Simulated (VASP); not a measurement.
# TbSi3W2 (P-3m1) in VASP: a series of runs

The runs below take TbSi3W2 through single point, with PBE.

All numbers are computed with VASP 6.6.1; they aren't measurements. Logs are shortened: lines on timing, memory, paths and dates and some standing lists are left out, and cuts for length are marked.

## (1) The cell of the first run

Symmetry: P-3m1, No. 164, trigonal system. The conventional cell has a = 4.253 Å, b = 4.253 Å, c = 6.738 Å, α = 90.00°, β = 90.00°, γ = 120.00°. Within 3.9 Å of Tb (site symmetry -3m) lie 8 Si at 2.96 to 3.37 Å and 6 W at 3.54 Å. Within 3.3 Å of Si (site symmetry 3m) lie 4 W at 2.53 to 2.61 Å and 3 Tb at 2.96 Å and 3 Si at 2.99 Å. Within 3.4 Å of Si (site symmetry -3m) lie 6 W at 2.59 Å and 6 Si at 2.99 Å and 2 Tb at 3.37 Å. W (site symmetry 3m) has 7 Si at 2.53 to 2.61 Å and 3 W at 2.95 Å within 3.3 Å.

The cell was generated, and may not be a known phase.

## (2) Single point, PBE

The input, INCAR:

```
SYSTEM = TbSi3W2
  ALGO = Normal
  EDIFF = 1E-6
  ENCUT = 500
  GGA = PE
  GGA_COMPAT = .False.
  ISIF = 2
  ISMEAR = 0
  LASPH = .True.
  LCHARG = .False.
  LMAXMIX = 6
  LREAL = .False.
  LWAVE = .False.
  NBANDS = 34
  NELM = 200
  PREC = Accurate
  SIGMA = 0.1
```

The input, KPOINTS:

```
k-points
0
Gamma
  12 12 6
  0 0 0
```

The input, POSCAR:

```
TbSi3W2
1.0
    4.2525845143      0.0000000000      0.0000000000
   -2.1262922572      3.6828462211      0.0000000000
    0.0000000000      0.0000000000      6.7377551056
Tb Si W
1 3 2
Direct
    0.0000000000      0.0000000000      0.5000000000
    0.3333333333      0.6666666667      0.2539419701
    0.6666666667      0.3333333333      0.7460580299
    0.0000000000      0.0000000000      0.0000000000
    0.3333333333      0.6666666667      0.8782587858
    0.6666666667      0.3333333333      0.1217412142
```

Potentials or basis: VASP PAW PBE potentials, release 64 (Tb_3, Si, W_sv), 4f in core.

The run is started by

```sh
$ cat potpaw_PBE.64/Tb_3/POTCAR potpaw_PBE.64/Si/POTCAR potpaw_PBE.64/W_sv/POTCAR > POTCAR
$ mpirun -np 1 vasp_std > vasp.out
```

OUTCAR:

```text
SYSTEM = TbSi3W2
   EDIFF = 1E-6
   ENCUT = 500
   GGA = PE
   ISIF = 2
   ISMEAR = 0
   LASPH = .True.
   LREAL = .False.
   NELM = 200
   PREC = Accurate

 ion  position               nearest neighbor table
   1  0.000  0.000  0.500-   2 2.96   3 2.96   3 2.96   2 2.96   3 2.96   2 2.96   4 3.37   4 3.37
                             6 3.54   5 3.54   6 3.54   5 3.54   5 3.54   6 3.54
   2  0.333  0.667  0.254-   5 2.53   6 2.61   6 2.61   6 2.61   1 2.96   1 2.96   1 2.96   4 2.99
                             4 2.99   4 2.99
   3  0.667  0.333  0.746-   6 2.53   5 2.61   5 2.61   5 2.61   1 2.96   1 2.96   1 2.96   4 2.99
                             4 2.99   4 2.99
   4  0.000  0.000  0.000-   5 2.59   6 2.59   6 2.59   5 2.59   6 2.59   5 2.59   2 2.99   3 2.99
                             2 2.99   3 2.99   3 2.99   2 2.99   1 3.37   1 3.37
   5  0.333  0.667  0.878-   2 2.53   4 2.59   4 2.59   4 2.59   3 2.61   3 2.61   3 2.61   6 2.95
                             6 2.95   6 2.95   1 3.54   1 3.54   1 3.54
   6  0.667  0.333  0.122-   3 2.53   4 2.59   4 2.59   4 2.59   2 2.61   2 2.61   2 2.61   5 2.95
                             5 2.95   5 2.95   1 3.54   1 3.54   1 3.54

  LATTYP: Found a hexagonal cell.
 ALAT       =     4.2525845143
 C/A-ratio  =     1.5843906413

  Lattice vectors:

 A1 = (   4.2525845143,   0.0000000000,   0.0000000000)
 A2 = (  -2.1262922572,   3.6828462211,   0.0000000000)
 A3 = (   0.0000000000,   0.0000000000,   6.7377551056)

Analysis of symmetry for initial positions (statically):
=====================================================================
 Subroutine PRICEL returns:
 Original cell was already a primitive cell.

 Routine SETGRP: Setting up the symmetry group for a
 hexagonal supercell.

 Subroutine GETGRP returns: Found 12 space group operations
 (whereof 12 operations were pure point group operations)
 out of a pool of 24 trial point group operations.

The static configuration has the point symmetry D_3d.

Analysis of symmetry for dynamics (positions and initial velocities):
=====================================================================
 Subroutine PRICEL returns:
 Original cell was already a primitive cell.

 Routine SETGRP: Setting up the symmetry group for a
 hexagonal supercell.

 Subroutine GETGRP returns: Found 12 space group operations
 (whereof 12 operations were pure point group operations)
 out of a pool of 24 trial point group operations.

The dynamic configuration has the point symmetry D_3d.

 Subroutine INISYM returns: Found 12 space group operations
 (whereof 12 operations are pure point group operations),
 and found     1 'primitive' translations

----------------------------------------------------------------------------------------

                                     Primitive cell

  volume of cell :     105.5241

  direct lattice vectors                    reciprocal lattice vectors
     4.252584514  0.000000000  0.000000000     0.235151117  0.135764561  0.000000000
    -2.126292257  3.682846221  0.000000000     0.000000000  0.271529122  0.000000000
     0.000000000  0.000000000  6.737755106     0.000000000  0.000000000  0.148417386

  length of vectors
     4.252584514  4.252584514  6.737755106     0.271529122  0.271529122  0.148417386

  position of ions in fractional coordinates (direct lattice)
     0.000000000  0.000000000  0.500000000
     0.333333333  0.666666667  0.253941970
     0.666666667  0.333333333  0.746058030
     0.000000000  0.000000000  0.000000000
     0.333333333  0.666666667  0.878258786
     0.666666667  0.333333333  0.121741214

  ion indices of the primitive-cell ions
   primitive index   ion index
                 1           1
                 2           2
                 3           3
                 4           4
                 5           5
                 6           6

----------------------------------------------------------------------------------------

 KPOINTS: k-points

Automatic generation of k-mesh.
 Grid dimensions read from file:
 generate k-points for:   12   12    6

 Generating k-lattice:

  Cartesian coordinates                     Fractional coordinates (reciprocal lattice)
     0.019595926  0.011313713  0.000000000     0.083333333 -0.000000000  0.000000000
     0.000000000  0.022627427  0.000000000     0.000000000  0.083333333  0.000000000
     0.000000000  0.000000000  0.024736231     0.000000000  0.000000000  0.166666667

  Length of vectors
     0.022627427  0.022627427  0.024736231

  Shift w.r.t. Gamma in fractional coordinates (k-lattice)
     0.000000000  0.000000000  0.000000000

 Subroutine IBZKPT returns following result:
 ===========================================

 Found    100 irreducible k-points:

 Following reciprocal coordinates:
            Coordinates               Weight
  0.000000  0.000000  0.000000      1.000000
  0.083333 -0.000000  0.000000      6.000000
  0.166667  0.000000  0.000000      6.000000
  0.250000  0.000000  0.000000      6.000000
  0.333333  0.000000  0.000000      6.000000
  0.416667  0.000000  0.000000      6.000000
[... 16 lines left out ...]
  0.166667  0.000000  0.166667      6.000000
  0.000000  0.166667  0.166667      6.000000
 [... further k-points ...]
   k-points           NKPTS =    100   k-points in BZ     NKDIM =    100   number of bands    NBANDS=     34
   number of dos      NEDOS =    301   number of ions     NIONS =      6
   total plane-waves  NPLWV =  51200
   dimension x,y,z NGX =    32 NGY =   32 NGZ =   50
   dimension x,y,z NGXF=    64 NGYF=   64 NGZF=  100
   ions per type =               1   3   2
   NGX,Y,Z   is equivalent  to a cutoff of  12.51, 12.51, 12.34 a.u.
   NGXF,Y,Z  is equivalent  to a cutoff of  25.02, 25.02, 24.67 a.u.
 SYSTEM =  TbSi3W2
   PREC   = accura    normal or accurate (medium, high low for compatibility)
   ISTART =      0    job   : 0-new  1-cont  2-samecut
   ICHARG =      2    charge: 1-file 2-atom 10-const
   ISPIN  =      1    spin polarized calculation?
   LNONCOLLINEAR =      F non collinear calculations
   LSORBIT =      F    spin-orbit coupling
   LASPH  =      T    aspherical Exc in radial PAW
   ENCUT  =  500.0 eV  36.75 Ry    6.06 a.u.   7.75  7.75 12.28*2*pi/ulx,y,z
   NELM   =    200;   NELMIN=  2; NELMDL= -5     # of ELM steps
   EDIFF  = 0.1E-05   stopping-criterion for ELM
   LREAL  =      F    real-space projection
   EDIFFG = 0.1E-04   stopping-criterion for IOM
   NSW    =      0    number of steps for IOM
   IBRION =     -1    ionic relax: 0-MD 1-quasi-New 2-CG
   NFREE  =      0    steps in history (QN), initial steepest desc. (CG)
   ISIF   =      2    stress and relaxation
   ISYM   =      2    0-nonsym 1-usesym 2-fastsym
   POTIM  = 0.5000    time-step for ionic-motion
   TEBEG  =    0.0;   TEEND  =   0.0 temperature during run
   PSTRESS=    0.0 pullay stress
   NELECT =      49.0000    total number of electrons
   NUPDOWN=      -1.0000    fix difference up-down
   EMIN   =  10.00;   EMAX   =-10.00  energy-range for DOS
   EFERMI =   0.00;   METHOD = LEGACY
   ISMEAR =     0;   SIGMA  =   0.10  broadening in eV -4-tet -1-fermi 0-gaus
   EFERMI_NEDOS =   21; number of points for ismear=-14 and -15
   IALGO  =     38    algorithm
   IMIX   =      4    mixing-type and parameters
     AMIX     =   0.40;   BMIX     =  1.00
     AMIX_MAG =   1.60;   BMIX_MAG =  1.00
  volume/ion in A,a.u.               =      17.59       118.69
  Fermi-wavevector in a.u.,A,eV,Ry     =   1.267719  2.395641 21.866073  1.607111
  Thomas-Fermi vector in A             =   2.400852
   LORBIT       =      0    0 simple, 1 ext, 2 COOP (PROOUT), +10 PAW based schemes
   GGA     = PE    functional components
   LHFCALC =     F    Hartree Fock is set to
   AEXX    =    0.0000 exact exchange contribution
   IVDW    =     0    specifies the selected vdW correction
   LEPSILON=     F    determine dielectric tensor
   LRPA    =     F    only Hartree local field effects (RPA)
 non-spin polarized calculation
 Gauss-broadening in eV      SIGMA  =   0.10
  energy-cutoff  :      500.00
  volume of cell :      105.52
 maximum number of plane-waves:      2712
 NGX is ok and might be reduce to    32
   NGX = 15   NGY = 15   NGZ = 25

 number of electron      49.0000000 magnetization

 Free energy of the ion-electron system (eV)
  ---------------------------------------------------
  ext. energy  EPLUGINS =         0.00000000
  ---------------------------------------------------
  free energy    TOTEN  =       -48.03347134 eV

  energy without entropy =      -48.01909540  energy(sigma->0) =      -48.02628337

 E-fermi :   7.9884     XC(G=0): -11.5412

 val. band max:        7.9789790875   @ k =   0.2500   0.0000   0.3333
 cond. band min:       7.9951195059   @ k =   0.1667   0.0000   0.0000
 fundamental gap:      0.0161404184
 Fermi energy:         7.9884388582

 k-point     1 :       0.0000    0.0000    0.0000
  band No.  band energies     occupation
      1     -65.5124      2.00000
      2     -65.4771      2.00000
      3     -29.8606      2.00000
      4     -29.8606      2.00000
      5     -29.8431      2.00000
      6     -29.6834      2.00000
[... 26 lines left out ...]
     33      11.1150      0.00000
     34      12.0073      0.00000

 k-point     2 :       0.0833   -0.0000    0.0000
  band No.  band energies     occupation
      1     -65.5119      2.00000
      2     -65.4777      2.00000
      3     -29.8652      2.00000
      4     -29.8629      2.00000
      5     -29.8463      2.00000
      6     -29.6802      2.00000
[... 26 lines left out ...]
     33      11.3710      0.00000
     34      12.2877      0.00000

 k-point     3 :       0.1667    0.0000    0.0000
  band No.  band energies     occupation
      1     -65.5103      2.00000
      2     -65.4792      2.00000
      3     -29.8775      2.00000
      4     -29.8690      2.00000
      5     -29.8542      2.00000
      6     -29.6734      2.00000
[... 26 lines left out ...]
     33      11.9498      0.00000
     34      12.3126      0.00000
[... 704 lines left out ...]
 k-point    23 :       0.1667    0.0000    0.1667
  band No.  band energies     occupation
      1     -65.5103      2.00000
      2     -65.4792      2.00000
      3     -29.8774      2.00000
      4     -29.8690      2.00000
      5     -29.8542      2.00000
      6     -29.6734      2.00000
[... 26 lines left out ...]
     33      11.6919      0.00000
     34      12.4374      0.00000

 k-point    24 :       0.0000    0.1667    0.1667
  band No.  band energies     occupation
      1     -65.5103      2.00000
      2     -65.4792      2.00000
      3     -29.8774      2.00000
      4     -29.8690      2.00000
      5     -29.8542      2.00000
      6     -29.6734      2.00000
[... 26 lines left out ...]
     33      12.4457      0.00000
     34      12.4837      0.00000

 [... further k-points ...]
[... 5 lines left out ...]
  --------------------------------------------------------------------------------------
  -------------------------------------------------------------------------------------
  Total        0.1137717      0.1137717      0.1179196     -0.0000000      0.0000000      0.0000000
  in kB        1.7274002      1.7274002      1.7903787     -0.0000000      0.0000000      0.0000000
  external PRESSURE =       1.7483930 kB  Pullay stress =       0.0000000 kB

 VOLUME and BASIS-vectors are now :
 -----------------------------------------------------------------------------
  energy-cutoff  :      500.00
  volume of cell :      105.52
      direct lattice vectors                 reciprocal lattice vectors
     4.252584514  0.000000000  0.000000000     0.235151117  0.135764561  0.000000000
    -2.126292257  3.682846221  0.000000000     0.000000000  0.271529122  0.000000000
     0.000000000  0.000000000  6.737755106     0.000000000  0.000000000  0.148417386

 POSITION                                       TOTAL-FORCE (eV/Angst)
 -----------------------------------------------------------------------------------
      0.00000      0.00000      3.36888        -0.000000      0.000000      0.000000
     -0.00000      2.45523      1.71100        -0.000000     -0.000000      0.004936
      2.12629      1.22762      5.02676        -0.000000      0.000000     -0.004936
      0.00000      0.00000      0.00000        -0.000000      0.000000      0.000000
     -0.00000      2.45523      5.91749        -0.000000      0.000000     -0.008867
      2.12629      1.22762      0.82026         0.000000     -0.000000      0.008867
 -----------------------------------------------------------------------------------
    total drift:                                0.000000      0.000000     -0.000000

  FREE ENERGIE OF THE ION-ELECTRON SYSTEM (eV)
  ---------------------------------------------------
  free  energy   TOTEN  =       -48.0334713387 eV

  energy  without entropy=      -48.0190954046  energy(sigma->0) =      -48.02628337
```

It took 2 min on 1 thread of Intel Xeon 6975P-C (Granite Rapids), shared host; peak memory 0.44 GiB.

What came out:

- Free energy: -48.0335 eV
- Pressure: 0.2 GPa
- Largest force: 0.009 eV/Å
- Band gap on the k mesh: zero (an odd number of electrons rules out a gap without spin polarisation)

Forces in eV/Å, atoms in the order of the input:
```
Tb   0.000  0.000  0.000
Si   0.000  0.000  0.005
Si   0.000  0.000 -0.005
Si   0.000  0.000  0.000
W    0.000  0.000 -0.009
W    0.000  0.000  0.009
```

Caveat: spin-orbit coupling is left out, which moves the levels of the heavy elements; the 4f electrons are frozen in the core, so they carry no moment and show no levels.

## (3) Single point, PBE

The input, INCAR:

```
PREC     = Accurate       # precision mode
ENCUT    = 500            # plane-wave cutoff, eV
EDIFF    = 1E-6           # SCF threshold, eV
ISMEAR   = 0              # smearing method
SIGMA    = 0.1            # smearing width, eV
LREAL    = False          # projectors in reciprocal space
LASPH    = True           # aspherical terms in the spheres
NELM     = 200            # most SCF steps
ALGO     = Normal         # electronic algorithm
ISIF     = 2              # what is computed and relaxed
LWAVE    = False          # write WAVECAR
LCHARG   = False          # write CHGCAR
GGA      = PE             # functional
NBANDS   = 34             # bands
GGA_COMPAT= False        
LMAXMIX  = 6              # l up to which the mixer works
```

The input, KPOINTS:

```
regular mesh
0
Gamma
  12 12 6
```

POSCAR is that of step 2.

Potentials or basis: VASP PAW PBE potentials, release 64 (Tb_3, Si, W_sv), 4f in core.

The run is started by

```sh
$ cat potpaw_PBE.64/Tb_3/POTCAR potpaw_PBE.64/Si/POTCAR potpaw_PBE.64/W_sv/POTCAR > POTCAR
$ mpirun -np 1 vasp_std > vasp.out
```

It took 2.2 min on 1 thread of Intel Xeon 6975P-C (Granite Rapids), shared host; peak memory 0.43 GiB.

It converged, with:

| Property | Result |
| --- | --- |
| Free energy | -48.0335 eV |
| Pressure | 0.2 GPa |
| Largest force | 0.009 eV/Å |
| Band gap on the k mesh | zero (an odd number of electrons rules out a gap without spin polarisation) |

Forces on the atoms (eV/Å):
```
Tb   0.000  0.000  0.000
Si   0.000  0.000  0.005
Si   0.000  0.000 -0.005
Si   0.000  0.000  0.000
W    0.000  0.000 -0.009
W    0.000  0.000  0.009
```

Levels at points of the mesh, in eV from the Fermi level:
```csv
k point,band 22,band 23,band 24,band 25,band 26,band 27,band 28,band 29
"(0.00, 0.00, 0.00)",-1.29,0.36,0.58,0.58,1.01,2.09,2.09,2.13
"(0.50, 0.00, 0.00)",-1.26,-1.21,-1.00,-0.29,-0.03,0.28,2.52,2.93
"(0.00, 0.00, 0.50)",-0.57,-0.57,-0.48,-0.23,0.81,0.81,2.38,3.67
"(0.50, 0.00, 0.50)",-1.59,-1.45,-1.38,-1.01,0.77,1.60,2.33,3.37
```

Caveat: spin-orbit coupling is left out, which moves the levels of the heavy elements; the 4f electrons are frozen in the core, so they carry no moment and show no levels. Spin polarisation is off, so any magnetic state and its effect on volume and gap are missing.
